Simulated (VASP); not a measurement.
# Ti12Si in VASP: single point with RPBE+D3(BJ)

Aim: the single point of Ti12Si with RPBE+D3(BJ).

Everything below comes from runs of VASP 6.6.1. Logs are shortened: lines on timing, memory, paths and dates and some standing lists are left out, and cuts for length are marked.

## 1. The cell of the first run

The cell holds a slab with vacuum, 13 atoms: a = 5.710 Å, b = 5.710 Å, c = 21.493 Å, α = 90.00°, β = 90.00°, γ = 120.00°.

## 2. Single point, RPBE+D3(BJ)

INCAR reads:

```
ALGO = Normal ; DIPOL = 0.5 0.5 0.309
EDIFF = 1E-6 ; ENCUT = 520
GGA = RP ; IDIPOL = 3
ISIF = 2 ; ISMEAR = 0
IVDW = 12 ; LASPH = T
LCHARG = T ; LDIPOL = T
LELF = T ; LREAL = F
LVACPOTAV = T ; LVHAR = T
LWAVE = F ; NBANDS = 86
NELM = 80 ; PREC = Accurate
SIGMA = 0.1
```

KPOINTS reads:

```
k-points
0
Gamma
  6 6 1
```

POSCAR reads:

```
Ti12Si
1.0
    5.7099611372      0.0000000000      0.0000000000
   -2.8549805686      4.9449713995      0.0000000000
    0.0000000000      0.0000000000     21.4932633465
Ti Si
12 1
Direct
    0.3333333333      0.1666666667      0.1861048244
    0.3333333333      0.6666666667      0.1861048244
    0.8333333333      0.1666666667      0.1861048244
    0.8333333333      0.6666666667      0.1861048244
    0.1666666667      0.3333333333      0.2907832195
    0.1666666667      0.8333333333      0.2907832195
    0.6666666667      0.3333333333      0.2907832195
    0.6666666667      0.8333333333      0.2907832195
    0.0000000000      0.0000000000      0.3951593208
    0.0000000000      0.5000000000      0.3951593208
    0.5000000000      0.0000000000      0.3951593208
    0.5000000000      0.5000000000      0.3951593208
    0.0833333333      0.1666666667      0.5347379391
```

Potentials or basis: VASP PAW PBE potentials, release 64 (Ti_sv, Si).

Run with:

```sh
> cat potpaw_PBE.64/Ti_sv/POTCAR potpaw_PBE.64/Si/POTCAR > POTCAR
> mpirun -np 1 vasp_std > vasp.out
```

OUTCAR:

```text
EDIFF = 1E-6
   ENCUT = 520
   GGA = RP
   ISIF = 2
   ISMEAR = 0
   IVDW = 12
   LASPH = T
   LREAL = F
   NELM = 80
   PREC = Accurate
 IVDW          = 12

 ion  position               nearest neighbor table
   1  0.333  0.167  0.186-   5 2.79   7 2.79   6 2.79   3 2.85   3 2.85   2 2.85   2 2.85   4 2.85
                             4 2.85
   2  0.333  0.667  0.186-   6 2.79   8 2.79   5 2.79   4 2.85   4 2.85   3 2.85   1 2.85   1 2.85
                             3 2.85
   3  0.833  0.167  0.186-   7 2.79   5 2.79   8 2.79   1 2.85   1 2.85   2 2.85   4 2.85   4 2.85
                             2 2.85
   4  0.833  0.667  0.186-   8 2.79   6 2.79   7 2.79   2 2.85   2 2.85   1 2.85   3 2.85   3 2.85
                             1 2.85
   5  0.167  0.333  0.291-  12 2.78   9 2.78  10 2.78   1 2.79   3 2.79   2 2.79   7 2.85   7 2.85
                             6 2.85   6 2.85   8 2.85   8 2.85
   6  0.167  0.833  0.291-  11 2.78  10 2.78   9 2.78   2 2.79   4 2.79   1 2.79   8 2.85   8 2.85
                             7 2.85   5 2.85   5 2.85   7 2.85
   7  0.667  0.333  0.291-  10 2.78  11 2.78  12 2.78   3 2.79   1 2.79   4 2.79   5 2.85   5 2.85
                             6 2.85   8 2.85   8 2.85   6 2.85
   8  0.667  0.833  0.291-   9 2.78  12 2.78  11 2.78   4 2.79   2 2.79   3 2.79   6 2.85   6 2.85
                             5 2.85   7 2.85   7 2.85   5 2.85
   9  0.000  0.000  0.395-   8 2.78   5 2.78   6 2.78  11 2.85  11 2.85  12 2.85  10 2.85  10 2.85
                            12 2.85
  10  0.000  0.500  0.395-   7 2.78   6 2.78   5 2.78  12 2.85  12 2.85   9 2.85   9 2.85  11 2.85
                            11 2.85
  11  0.500  0.000  0.395-   6 2.78   7 2.78   8 2.78   9 2.85   9 2.85  12 2.85  12 2.85  10 2.85
                            10 2.85
  12  0.500  0.500  0.395-   5 2.78   8 2.78   7 2.78  10 2.85  10 2.85  11 2.85  11 2.85   9 2.85
                             9 2.85
  13  0.083  0.167  0.535-

  LATTYP: Found a hexagonal cell.
 ALAT       =     5.7099611372
 C/A-ratio  =     3.7641698131

  Lattice vectors:

 A1 = (   5.7099611372,   0.0000000000,   0.0000000000)
 A2 = (  -2.8549805686,   4.9449713995,   0.0000000000)
 A3 = (   0.0000000000,   0.0000000000,  21.4932633465)

Analysis of symmetry for initial positions (statically):
=====================================================================
 Subroutine PRICEL returns:
 Original cell was already a primitive cell.

 Routine SETGRP: Setting up the symmetry group for a
 hexagonal supercell.

 Subroutine GETGRP returns: Found  2 space group operations
 (whereof  2 operations were pure point group operations)
 out of a pool of 24 trial point group operations.

The static configuration has the point symmetry C_1h.

Analysis of symmetry for dynamics (positions and initial velocities):
=====================================================================
 Subroutine PRICEL returns:
 Original cell was already a primitive cell.

 Routine SETGRP: Setting up the symmetry group for a
 hexagonal supercell.

 Subroutine GETGRP returns: Found  2 space group operations
 (whereof  2 operations were pure point group operations)
 out of a pool of 24 trial point group operations.

The dynamic configuration has the point symmetry C_1h.

 Subroutine INISYM returns: Found  2 space group operations
 (whereof  2 operations are pure point group operations),
 and found     1 'primitive' translations

----------------------------------------------------------------------------------------

                                     Primitive cell

  volume of cell :     606.8751

  direct lattice vectors                    reciprocal lattice vectors
     5.709961137  0.000000000  0.000000000     0.175132540  0.101112819  0.000000000
    -2.854980569  4.944971399  0.000000000     0.000000000  0.202225639  0.000000000
     0.000000000  0.000000000 21.493263347     0.000000000  0.000000000  0.046526206

  length of vectors
     5.709961137  5.709961137 21.493263347     0.202225639  0.202225639  0.046526206

  position of ions in fractional coordinates (direct lattice)
     0.333333333  0.166666667  0.186104824
     0.333333333  0.666666667  0.186104824
     0.833333333  0.166666667  0.186104824
     0.833333333  0.666666667  0.186104824
     0.166666667  0.333333333  0.290783219
     0.166666667  0.833333333  0.290783219
[... 47 lines left out ...]

 Found     13 irreducible k-points:

 Following reciprocal coordinates:
            Coordinates               Weight
  0.000000  0.000000  0.000000      1.000000
  0.166667 -0.000000  0.000000      4.000000
  0.000000  0.166667  0.000000      2.000000
  0.333333 -0.000000  0.000000      4.000000
  0.000000  0.333333  0.000000      2.000000
  0.500000 -0.000000  0.000000      2.000000
  0.000000  0.500000  0.000000      1.000000
  0.166667  0.166667  0.000000      4.000000
 -0.333333  0.166667  0.000000      2.000000
  0.333333  0.166667  0.000000      4.000000
 -0.166667  0.500000  0.000000      4.000000
  0.500000  0.333333  0.000000      4.000000
  0.333333  0.333333  0.000000      2.000000
   k-points           NKPTS =     13   k-points in BZ     NKDIM =     13   number of bands    NBANDS=     86
   number of dos      NEDOS =    301   number of ions     NIONS =     13
   total plane-waves  NPLWV = 282240
   dimension x,y,z NGX =    42 NGY =   42 NGZ =  160
   dimension x,y,z NGXF=    84 NGYF=   84 NGZF=  320
   ions per type =              12   1
   NGX,Y,Z   is equivalent  to a cutoff of  12.23, 12.23, 12.38 a.u.
   NGXF,Y,Z  is equivalent  to a cutoff of  24.46, 24.46, 24.75 a.u.
 SYSTEM =  unknown system
   PREC   = accura    normal or accurate (medium, high low for compatibility)
   ISTART =      0    job   : 0-new  1-cont  2-samecut
   ICHARG =      2    charge: 1-file 2-atom 10-const
   ISPIN  =      1    spin polarized calculation?
   LNONCOLLINEAR =      F non collinear calculations
   LSORBIT =      F    spin-orbit coupling
   LASPH  =      T    aspherical Exc in radial PAW
   ENCUT  =  520.0 eV  38.22 Ry    6.18 a.u.  10.62 10.62 39.96*2*pi/ulx,y,z
   NELM   =     80;   NELMIN=  2; NELMDL= -5     # of ELM steps
   EDIFF  = 0.1E-05   stopping-criterion for ELM
   LREAL  =      F    real-space projection
   EDIFFG = 0.1E-04   stopping-criterion for IOM
   NSW    =      0    number of steps for IOM
   IBRION =     -1    ionic relax: 0-MD 1-quasi-New 2-CG
   NFREE  =      0    steps in history (QN), initial steepest desc. (CG)
   ISIF   =      2    stress and relaxation
   ISYM   =      2    0-nonsym 1-usesym 2-fastsym
   POTIM  = 0.5000    time-step for ionic-motion
   TEBEG  =    0.0;   TEEND  =   0.0 temperature during run
   PSTRESS=    0.0 pullay stress
   NELECT =     148.0000    total number of electrons
   NUPDOWN=      -1.0000    fix difference up-down
   EMIN   =  10.00;   EMAX   =-10.00  energy-range for DOS
   EFERMI =   0.00;   METHOD = LEGACY
   ISMEAR =     0;   SIGMA  =   0.10  broadening in eV -4-tet -1-fermi 0-gaus
   EFERMI_NEDOS =   21; number of points for ismear=-14 and -15
   IALGO  =     38    algorithm
   IMIX   =      4    mixing-type and parameters
     AMIX     =   0.40;   BMIX     =  1.00
     AMIX_MAG =   1.60;   BMIX_MAG =  1.00
  volume/ion in A,a.u.               =      46.68       315.03
  Fermi-wavevector in a.u.,A,eV,Ry     =   1.022812  1.932834 14.233647  1.046144
  Thomas-Fermi vector in A             =   2.156511
   LORBIT       =      0    0 simple, 1 ext, 2 COOP (PROOUT), +10 PAW based schemes
   GGA     = RP    functional components
   LHFCALC =     F    Hartree Fock is set to
   AEXX    =    0.0000 exact exchange contribution
   IVDW    =    12    specifies the selected vdW correction
   LEPSILON=     F    determine dielectric tensor
   LRPA    =     F    only Hartree local field effects (RPA)
 non-spin polarized calculation
 Gauss-broadening in eV      SIGMA  =   0.10
  energy-cutoff  :      520.00
  volume of cell :      606.88
 maximum number of plane-waves:     16399
   NGX = 21   NGY = 21   NGZ = 79

 dipolmoment           0.000000      0.000000     -0.000483 electrons x Angstroem

 number of electron     147.9999942 magnetization

 dipolmoment           0.000000      0.000000      0.001446 electrons x Angstroem

 Free energy of the ion-electron system (eV)
  ---------------------------------------------------
  ext. energy  EPLUGINS =         0.00000000
  ---------------------------------------------------
  free energy    TOTEN  =       -85.49900496 eV

  energy without entropy =      -85.37762929  energy(sigma->0) =      -85.43831712

 E-fermi :   0.3629     XC(G=0):  -5.2564

 val. band max:        0.3620846761   @ k =   0.0000   0.5000   0.0000
 cond. band min:       0.3668875931   @ k =   0.5000  -0.0000   0.0000
 fundamental gap:      0.0048029170
 Fermi energy:         0.3628735025

 k-point     1 :       0.0000    0.0000    0.0000
  band No.  band energies     occupation
      1     -56.6249      2.00000
      2     -56.5501      2.00000
      3     -56.5389      2.00000
      4     -56.5196      2.00000
      5     -56.4465      2.00000
      6     -56.4422      2.00000
[... 1146 lines left out ...]
     85       1.0229      0.00000
     86       1.1516      0.00000

------------------------ aborting loop because EDIFF is reached ----------------------------------------

 Edisp (eV)  -37.60035

 E8    (eV) :   -26.5957

  FORCE on cell =-STRESS in cart. coord.  units (eV):
  Direction    XX          YY          ZZ          XY          YZ          ZX
  --------------------------------------------------------------------------------------
  -------------------------------------------------------------------------------------
  Total     -34.78416   -35.31434   -31.02344     0.00000    -0.10856     0.00000
  in kB     -91.83174   -93.23145   -81.90326     0.00000    -0.28661     0.00000
  external pressure =      -88.99 kB  Pullay stress =        0.00 kB

 VOLUME and BASIS-vectors are now :
 -----------------------------------------------------------------------------
  energy-cutoff  :      520.00
  volume of cell :      606.88
      direct lattice vectors                 reciprocal lattice vectors
     5.709961137  0.000000000  0.000000000     0.175132540  0.101112819  0.000000000
    -2.854980569  4.944971399  0.000000000     0.000000000  0.202225639  0.000000000
     0.000000000  0.000000000 21.493263347     0.000000000  0.000000000  0.046526206

 POSITION                                       TOTAL-FORCE (eV/Angst)
 -----------------------------------------------------------------------------------
      1.42749      0.82416      4.00000         0.007520     -0.021365      1.277619
     -0.00000      3.29665      4.00000        -0.000000      0.010877      1.301735
      4.28247      0.82416      4.00000        -0.007520     -0.021365      1.277619
      2.85498      3.29665      4.00000        -0.000000      0.014441      1.278674
      0.00000      1.64832      6.24988        -0.000000      0.094460     -0.274991
     -1.42749      4.12081      6.24988         0.048608     -0.033609     -0.224546
      2.85498      1.64832      6.24988        -0.000000      0.015284     -0.196538
      1.42749      4.12081      6.24988        -0.048608     -0.033609     -0.224546
      0.00000      0.00000      8.49326        -0.000000      0.418649      0.030876
     -1.42749      2.47249      8.49326         0.336200     -0.243265     -0.275374
      2.85498      0.00000      8.49326        -0.000000      0.073134     -0.403017
      1.42749      2.47249      8.49326        -0.336200     -0.243265     -0.275374
     -0.00000      0.82416     11.49326        -0.000000     -0.030367     -3.292137
 -----------------------------------------------------------------------------------
    total drift:                                0.000000      0.000029     -0.000841

  FREE ENERGIE OF THE ION-ELECTRON SYSTEM (eV)
  ---------------------------------------------------
  free  energy   TOTEN  =      -123.0993537454 eV

  energy  without entropy=     -122.9779780721  energy(sigma->0) =     -123.03866591

 vacuum level on the upper side and lower side of the slab         4.929         4.919
```

It took 72 min on 1 thread of Intel Xeon 8259CL, shared host; peak memory 0.88 GiB.

What came out:

| Property | Result |
| --- | --- |
| Free energy | -123.0994 eV |
| Largest force | 3.292 eV/Å |
| Band gap on the k mesh | zero (bands 74 and 75 overlap by 0.68 eV) |
| Dispersion energy per atom | -2.892 eV |

Forces in eV/Å, atoms in the order of the input:
```
Ti   0.008 -0.021  1.278
Ti   0.000  0.011  1.302
Ti  -0.008 -0.021  1.278
Ti   0.000  0.014  1.279
Ti   0.000  0.094 -0.275
Ti   0.049 -0.034 -0.225
Ti   0.000  0.015 -0.197
Ti  -0.049 -0.034 -0.225
Ti   0.000  0.419  0.031
Ti   0.336 -0.243 -0.275
Ti   0.000  0.073 -0.403
Ti  -0.336 -0.243 -0.275
Si   0.000 -0.030 -3.292
```

Caveat: the dispersion term is far too large for a dense solid, which distorts pressure and volume; the PAW data sets were made with another functional, which shifts forces and pressure a little.
